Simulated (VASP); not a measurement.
Wanted: the native input for a VASP 6.6.1 run.

- Task: single point
- Functional: LDA
- Potentials or basis: VASP PAW LDA potentials, release 64 (Ti_sv, C)
- Cutoff: 520 eV
- k mesh: 8 × 8 × 8
- Occupations: gaussian, width 0.1 eV
- Spin: no spin polarisation
- Dipole correction: no
- Further INCAR settings: ALGO = Normal; EDIFF = 1e-06; NBANDS = 15

The structure of TiC (dlda) lies in POSCAR:

```
TiC
1.0
    0.0000000000      2.1657188400      2.1657188400
    2.1657188400      0.0000000000      2.1657188400
    2.1657188400      2.1657188400      0.0000000000
Ti C
1 1
Direct
    0.0000000000      0.0000000000      0.0000000000
    0.5000000000      0.5000000000      0.5000000000
```

The input as run:

INCAR

```
SYSTEM = TiC
PREC     = Accurate       ! precision mode
ENCUT    = 520            ! plane-wave cutoff, eV
EDIFF    = 1E-6           ! SCF threshold, eV
ISMEAR   = 0              ! smearing method
SIGMA    = 0.1            ! smearing width, eV
LREAL    = .False.        ! projectors in reciprocal space
LASPH    = .True.         ! aspherical terms in the spheres
NELM     = 100            ! most SCF steps
ALGO     = Normal         ! electronic algorithm
ISIF     = 2              ! what is computed and relaxed
LWAVE    = .False.        ! write WAVECAR
LCHARG   = .False.        ! write CHGCAR
GGA      = CA             ! functional
NBANDS   = 15             ! bands
```

KPOINTS

```
Automatic mesh
0
Gamma
  8 8 8
  0 0 0
```

Potentials or basis: VASP PAW LDA potentials, release 64 (Ti_sv, C).

Launch:

```sh
$ cat potpaw_LDA.64/Ti_sv/POTCAR potpaw_LDA.64/C/POTCAR > POTCAR
$ mpirun -np 1 vasp_std > vasp.out
```

Results of the run:

| Quantity | Value |
| --- | --- |
| Pressure | -12.0 GPa |
| Band gap on the k mesh | zero (band 8 reaches 9.86 eV, above the bottom of band 9 at 8.82 eV) |

Run time: 6.9 s on 1 thread of Intel(R) Xeon(R) Platinum 8488C (Sapphire Rapids), with other jobs on the host, peak memory 0.13 GiB.
